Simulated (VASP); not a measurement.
BeCu2SiS4:

```xyz
8
Lattice="-2.5029 2.5029 5.2984 2.5029 -2.5029 5.2984 2.5029 2.5029 -5.2984" Properties=species:S:1:pos:R:3 pbc="T T T"
Cu    0.0000    2.5029    2.6492
Cu    2.5029    0.0000    2.6492
Be    0.0000    0.0000    0.0000
Si    0.0000    0.0000    5.2984
S     1.2550    1.2550    6.5257
S     1.2550   -1.2550    4.0711
S    -1.2550    1.2550    4.0711
S     1.2479    1.2479    1.2273
```

Base run:

| Quantity | Value |
| --- | --- |
| Program | VASP 6.6.1 |
| Functional | r2SCAN |
| Potentials or basis | VASP PAW PBE potentials, release 64 (Cu, Be, Si, S) |
| Cutoff | 520 eV |
| k mesh | 8 × 8 × 8 |
| Occupations | gaussian, width 0.01 eV |
| Spin | no spin polarisation |

Its results: band gap on the k mesh 1.88 eV (least direct gap 2.02 eV); pressure 0.0 GPa; largest force 0.038 eV/Å.

The run is repeated on the same cell with these changes: functional from r2SCAN to PBE; occupations from gaussian, width 0.01 eV to fermi-dirac, width 0.02 eV. What comes out?

Band gap on the k mesh 1.58 eV (least direct gap 1.65 eV); pressure 1.9 GPa; largest force 0.147 eV/Å.

Caveats: the PAW data sets were made with another functional, which shifts forces and pressure a little (at least some runs).

A k mesh can miss the band edges.
